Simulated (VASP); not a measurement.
A run of VASP 6.6.1:

The input POSCAR:

```
WS2
1.0
    3.1814117282      0.0000000000      0.0000000000
   -1.5907058641      2.7551833765      0.0000000000
    0.0000000000      0.0000000000     23.6881463475
W S
2 4
Direct
    0.3333333333      0.6666666667      0.6379434935
    0.6666666667      0.3333333333      0.3620565065
    0.3333333333      0.6666666667      0.2962425097
    0.6666666667      0.3333333333      0.5657715413
    0.3333333333      0.6666666667      0.4278961777
    0.6666666667      0.3333333333      0.7037574903
```

INCAR.step1

```
ALGO = Normal ; EDIFF = 1E-4
ENCUT = 520 ; GGA = PE
ISMEAR = 0 ; LASPH = T
LCHARG = F ; LREAL = F
LWAVE = T ; NBANDS = 35
NELM = 80 ; PREC = Accurate
SIGMA = 0.05
```

INCAR.step2

```
ALGO = Normal ; EDIFF = 1E-7
ENCUT = 520 ; ISIF = 2
ISMEAR = 0 ; ISTART = 1
LASPH = T ; LCHARG = F
LMIXTAU = T ; LREAL = F
LWAVE = F ; METAGGA = R2SCAN
NBANDS = 35 ; NELM = 80
PREC = Accurate ; SIGMA = 0.05
```

File KPOINTS:

```
k-points
0
Gamma
  12 12 2
```

Potentials or basis: VASP PAW PBE potentials, release 64 (W_sv, S).

Run with:

```sh
$ cat potpaw_PBE.64/W_sv/POTCAR potpaw_PBE.64/S/POTCAR > POTCAR
$ cp INCAR.step1 INCAR
$ mpirun -np 1 vasp_std > vasp.out
$ cp INCAR.step2 INCAR
$ mpirun -np 1 vasp_std > vasp.out
```

Hardware: 1 thread of Intel(R) Xeon(R) 6975P-C (Granite Rapids) (shared host).

Q: How long does it take, and how much memory?

A: Run time: 9.9 min on 1 thread of Intel(R) Xeon(R) 6975P-C (Granite Rapids), with other jobs on the host, peak memory 0.49 GiB. Counts: k points 38.
